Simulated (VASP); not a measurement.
# PdRuPt3 (Pm-3m) in VASP: further runs

The runs below take PdRuPt3 through single point, relaxation of cell and atoms, with PBE.

Everything below comes from runs of VASP 6.6.1. Logs are shortened: lines on timing, memory, paths and dates and some standing lists are left out, and cuts for length are marked.

### 1 The cell of the first run

It takes space group Pm-3m (No. 221, cubic). Conventional cell: a = 4.731 Å, b = 4.731 Å, c = 4.731 Å, α = 90.00°, β = 90.00°, γ = 90.00°. Ru (site symmetry m-3m) has 6 Pt at 2.37 Å within 3.1 Å. Within 4.4 Å of Pd (site symmetry m-3m) lie 12 Pt at 3.35 Å and 8 Ru at 4.10 Å. Pt (site symmetry 4/mmm) has 2 Ru at 2.37 Å within 3.1 Å.

### 2 Single point, PBE

INCAR

```
SYSTEM = PdRuPt3
PREC = Accurate
ENCUT = 520
EDIFF = 1E-6
ISMEAR = 0
SIGMA = 0.1
LREAL = .FALSE.
LASPH = .TRUE.
NELM = 80
ALGO = Fast
ISIF = 2
LWAVE = .FALSE.
LCHARG = .FALSE.
GGA = PE
NBANDS = 35
```

KPOINTS

```
regular mesh
0
G
  4 4 4
  0 0 0
```

POSCAR

```
PdRuPt3
1.0
    4.7305831503      0.0000000000      0.0000000000
    0.0000000000      4.7305831503      0.0000000000
    0.0000000000      0.0000000000      4.7305831503
Ru Pd Pt
1 1 3
Direct
    0.5000000000      0.5000000000      0.5000000000
    0.0000000000      0.0000000000      0.0000000000
    0.0000000000      0.5000000000      0.5000000000
    0.5000000000      0.0000000000      0.5000000000
    0.5000000000      0.5000000000      0.0000000000
```

Potentials or basis: VASP PAW PBE potentials, release 64 (Ru_pv, Pd, Pt).

Started as:

```bash
$ cat potpaw_PBE.64/Ru_pv/POTCAR potpaw_PBE.64/Pd/POTCAR potpaw_PBE.64/Pt/POTCAR > POTCAR
$ mpirun -np 1 vasp_std > vasp.out
```

OUTCAR:

```text
SYSTEM = PdRuPt3
   PREC = Accurate
   ENCUT = 520
   EDIFF = 1E-6
   ISMEAR = 0
   LREAL = .FALSE.
   LASPH = .TRUE.
   NELM = 80
   ISIF = 2
   GGA = PE

 ion  position               nearest neighbor table
   1  0.500  0.500  0.500-   3 2.37   4 2.37   5 2.37   5 2.37   4 2.37   3 2.37
   2  0.000  0.000  0.000-   3 3.35   4 3.35   5 3.35   3 3.35   4 3.35   3 3.35   5 3.35   3 3.35
                             4 3.35   5 3.35   4 3.35   5 3.35
   3  0.000  0.500  0.500-   1 2.37   1 2.37   4 3.35   5 3.35   2 3.35   5 3.35   2 3.35   4 3.35
                             2 3.35   2 3.35   4 3.35   5 3.35   5 3.35   4 3.35
   4  0.500  0.000  0.500-   1 2.37   1 2.37   3 3.35   5 3.35   2 3.35   5 3.35   2 3.35   3 3.35
                             5 3.35   5 3.35   2 3.35   3 3.35   2 3.35   3 3.35
   5  0.500  0.500  0.000-   1 2.37   1 2.37   3 3.35   4 3.35   2 3.35   3 3.35   4 3.35   2 3.35
                             4 3.35   4 3.35   2 3.35   3 3.35   3 3.35   2 3.35

  LATTYP: Found a simple cubic cell.
 ALAT       =     4.7305831503

  Lattice vectors:

 A1 = (   4.7305831503,   0.0000000000,   0.0000000000)
 A2 = (   0.0000000000,   4.7305831503,   0.0000000000)
 A3 = (   0.0000000000,   0.0000000000,   4.7305831503)

Analysis of symmetry for initial positions (statically):
=====================================================================
 Subroutine PRICEL returns:
 Original cell was already a primitive cell.

 Routine SETGRP: Setting up the symmetry group for a
 simple cubic supercell.

 Subroutine GETGRP returns: Found 48 space group operations
 (whereof 48 operations were pure point group operations)
 out of a pool of 48 trial point group operations.

The static configuration has the point symmetry O_h .

Analysis of symmetry for dynamics (positions and initial velocities):
=====================================================================
 Subroutine PRICEL returns:
 Original cell was already a primitive cell.

 Routine SETGRP: Setting up the symmetry group for a
 simple cubic supercell.

 Subroutine GETGRP returns: Found 48 space group operations
 (whereof 48 operations were pure point group operations)
 out of a pool of 48 trial point group operations.

The dynamic configuration has the point symmetry O_h .

 Subroutine INISYM returns: Found 48 space group operations
 (whereof 48 operations are pure point group operations),
 and found     1 'primitive' translations

----------------------------------------------------------------------------------------

                                     Primitive cell

  volume of cell :     105.8630

[... 84 lines left out ...]
   NFREE  =      0    steps in history (QN), initial steepest desc. (CG)
   ISIF   =      2    stress and relaxation
   ISYM   =      2    0-nonsym 1-usesym 2-fastsym
   POTIM  = 0.5000    time-step for ionic-motion
   TEBEG  =    0.0;   TEEND  =   0.0 temperature during run
   PSTRESS=    0.0 pullay stress
   NELECT =      54.0000    total number of electrons
   NUPDOWN=      -1.0000    fix difference up-down
   EMIN   =  10.00;   EMAX   =-10.00  energy-range for DOS
   EFERMI =   0.00;   METHOD = LEGACY
   ISMEAR =     0;   SIGMA  =   0.10  broadening in eV -4-tet -1-fermi 0-gaus
   EFERMI_NEDOS =   21; number of points for ismear=-14 and -15
   IALGO  =     68    algorithm
   IMIX   =      4    mixing-type and parameters
     AMIX     =   0.40;   BMIX     =  1.00
     AMIX_MAG =   1.60;   BMIX_MAG =  1.00
  volume/ion in A,a.u.               =      21.17       142.88
  Fermi-wavevector in a.u.,A,eV,Ry     =   1.308051  2.471858 23.279540  1.710998
  Thomas-Fermi vector in A             =   2.438744
   LORBIT       =      0    0 simple, 1 ext, 2 COOP (PROOUT), +10 PAW based schemes
   GGA     = PE    functional components
   LHFCALC =     F    Hartree Fock is set to
   AEXX    =    0.0000 exact exchange contribution
   IVDW    =     0    specifies the selected vdW correction
   LEPSILON=     F    determine dielectric tensor
   LRPA    =     F    only Hartree local field effects (RPA)
 non-spin polarized calculation
 RMM-DIIS sequential band-by-band and
 Gauss-broadening in eV      SIGMA  =   0.10
  energy-cutoff  :      520.00
  volume of cell :      105.86
 maximum number of plane-waves:      2897
 NGX is ok and might be reduce to    36
   NGX = 17   NGY = 17   NGZ = 17

 number of electron      53.9999999 magnetization

 Free energy of the ion-electron system (eV)
  ---------------------------------------------------
  ext. energy  EPLUGINS =         0.00000000
  ---------------------------------------------------
  free energy    TOTEN  =       -25.93410966 eV

  energy without entropy =      -25.90712162  energy(sigma->0) =      -25.92061564

 E-fermi :   6.0987     XC(G=0): -11.1772

 val. band max:        5.9499256867   @ k =   0.2500   0.2500   0.2500
 cond. band min:       6.1509229018   @ k =   0.5000   0.5000   0.2500
 fundamental gap:      0.2009972152
 Fermi energy:         6.0986949052

 k-point     1 :       0.0000    0.0000    0.0000
  band No.  band energies     occupation
      1     -37.3851      2.00000
      2     -37.3851      2.00000
      3     -37.3851      2.00000
      4      -1.1320      2.00000
      5      -0.4923      2.00000
      6      -0.4923      2.00000
[... 369 lines left out ...]
     34       8.0756      0.00000
     35       8.0756      0.00000

------------------------ aborting loop because EDIFF is reached ----------------------------------------

  FORCE on cell =-STRESS in cart. coord.  units (eV):
  Direction    XX          YY          ZZ          XY          YZ          ZX
  --------------------------------------------------------------------------------------
  -------------------------------------------------------------------------------------
  Total       -0.0100008     -0.0100008     -0.0100008     -0.0000000     -0.0000000     -0.0000000
  in kB       -0.1513559     -0.1513559     -0.1513559     -0.0000000     -0.0000000     -0.0000000
  external PRESSURE =      -0.1513559 kB  Pullay stress =       0.0000000 kB

 VOLUME and BASIS-vectors are now :
 -----------------------------------------------------------------------------
  energy-cutoff  :      520.00
  volume of cell :      105.86
      direct lattice vectors                 reciprocal lattice vectors
     4.730583150  0.000000000  0.000000000     0.211390429  0.000000000  0.000000000
     0.000000000  4.730583150  0.000000000     0.000000000  0.211390429  0.000000000
     0.000000000  0.000000000  4.730583150     0.000000000  0.000000000  0.211390429

 POSITION                                       TOTAL-FORCE (eV/Angst)
 -----------------------------------------------------------------------------------
      2.36529      2.36529      2.36529         0.000000      0.000000      0.000000
      0.00000      0.00000      0.00000         0.000000      0.000000      0.000000
      0.00000      2.36529      2.36529         0.000000      0.000000      0.000000
      2.36529      0.00000      2.36529         0.000000      0.000000      0.000000
      2.36529      2.36529      0.00000         0.000000      0.000000      0.000000
 -----------------------------------------------------------------------------------
    total drift:                                0.000000      0.000000      0.000000

  FREE ENERGIE OF THE ION-ELECTRON SYSTEM (eV)
  ---------------------------------------------------
  free  energy   TOTEN  =       -25.9341096582 eV

  energy  without entropy=      -25.9071216202  energy(sigma->0) =      -25.92061564
```

Wall time 47 s (1 thread of AMD EPYC 7R13 (Zen 3), shared host); peak memory 0.19 GiB.

Results:

```yaml
Free_energy: -25.9341 eV
Pressure: 0.0 GPa
Band_gap_on_the_k_mesh: zero (band 27 reaches 7.14 eV, above the bottom of band 28 at 5.43 eV)
```

Caveat: spin-orbit coupling is left out, which moves the levels of the heavy elements.

### 3 Relaxation of cell and atoms, PBE

This run uses another cell than the first one, of 14.28 Å³/atom, 0.674 times its volume.

INCAR

```
SYSTEM = PdRuPt3
  PREC = Accurate
  ENCUT = 600
  EDIFF = 1E-6
  ISMEAR = 0
  SIGMA = 0.1
  LREAL = .False.
  LASPH = .True.
  NELM = 100
  ALGO = Fast
  ISIF = 3
  LWAVE = .False.
  LCHARG = .False.
  GGA = PE
  IBRION = 2
  NSW = 90
  EDIFFG = -0.04
```

KPOINTS

```
Automatic mesh
0
Gamma
  4 4 4
  0 0 0
```

Edit POSCAR of step 2 so:

```diff
@@ -2,5 +2,5 @@
 1.0
-    4.7305831503      0.0000000000      0.0000000000
-    0.0000000000      4.7305831503      0.0000000000
-    0.0000000000      0.0000000000      4.7305831503
+    4.1482256100      0.0000000000      0.0000000000
+    0.0000000000      4.1482256100      0.0000000000
+    0.0000000000      0.0000000000      4.1482256100
 Ru Pd Pt
```

Potentials or basis: VASP PAW PBE potentials, release 64 (Ru_pv, Pd, Pt).

Started as:

```bash
$ cat potpaw_PBE.64/Ru_pv/POTCAR potpaw_PBE.64/Pd/POTCAR potpaw_PBE.64/Pt/POTCAR > POTCAR
$ mpirun -np 1 vasp_std > vasp.out
```

It took 12 min on 1 thread of AMD EPYC 7R13 (Zen 3), shared host; peak memory 0.2 GiB.

Results (log left out):

* Free energy: -25.9153 eV
* Relaxed volume: 21.16 Å³/atom
* Relaxed cell: a = 4.730 Å, b = 4.730 Å, c = 4.730 Å, α = 90.00°, β = 90.00°, γ = 90.00°
* Space group after relaxing (to 0.05 Å): Pm-3m (No. 221)
* Energy gained by relaxing: 1871.3 meV/atom
* Ionic steps: 8
* Pressure after relaxing: 0.1 GPa
* Band gap on the k mesh: zero (band 27 reaches 7.14 eV, above the bottom of band 28 at 5.44 eV)

Step by step:
```csv
step,energy change (eV),largest force (eV/Å),pressure (GPa),volume (Å³)
1,0.0000,0.0000,128.53,71.38
2,3.5789,0.0000,-8.96,267.12
3,-0.0723,0.0000,-12.50,212.34
4,-3.7200,0.0000,-16.13,171.70
5,-9.1047,0.0000,-7.17,114.31
6,-9.0608,0.0000,11.22,98.11
7,-9.3507,0.0000,-1.42,107.19
8,-9.3565,0.0000,0.13,105.81
```

Final structure:
```yaml
crystal:
  lattice:
    - [4.72976, 0.00000, 0.00000]
    - [0.00000, 4.72976, 0.00000]
    - [0.00000, 0.00000, 4.72976]
  atoms:
    - { symbol: Ru, position: [0.50000, 0.50000, 0.50000] }
    - { symbol: Pd, position: [0.00000, 0.00000, 0.00000] }
    - { symbol: Pt, position: [0.00000, 0.50000, 0.50000] }
    - { symbol: Pt, position: [0.50000, 0.00000, 0.50000] }
    - { symbol: Pt, position: [0.50000, 0.50000, 0.00000] }
```

Levels at points of the mesh, in eV from the Fermi level:
```
           k point  band 23  band 24  band 25  band 26  band 27  band 28  band 29  band 30  band 31  band 32
(0.00, 0.00, 0.00)    -0.41    -0.41     0.95     0.95     1.04     1.04     1.04     1.45     1.45     1.45
(0.50, 0.00, 0.00)    -0.98    -0.96    -0.79    -0.39     0.33     0.33     0.48     4.21     4.27     4.27
(0.50, 0.50, 0.00)    -1.20    -1.12    -1.12    -1.05    -0.40    -0.40     0.28     0.32     0.32     1.21
(0.50, 0.50, 0.50)    -1.10    -1.10    -1.07    -1.07    -1.07    -0.53    -0.53     1.35     1.35     1.35
```

Caveat: the k points lie up to 0.33 Å⁻¹ apart in the final cell; the volume moved by over 15 % at a fixed basis, so the end points are rough; spin-orbit coupling is left out, which moves the levels of the heavy elements.
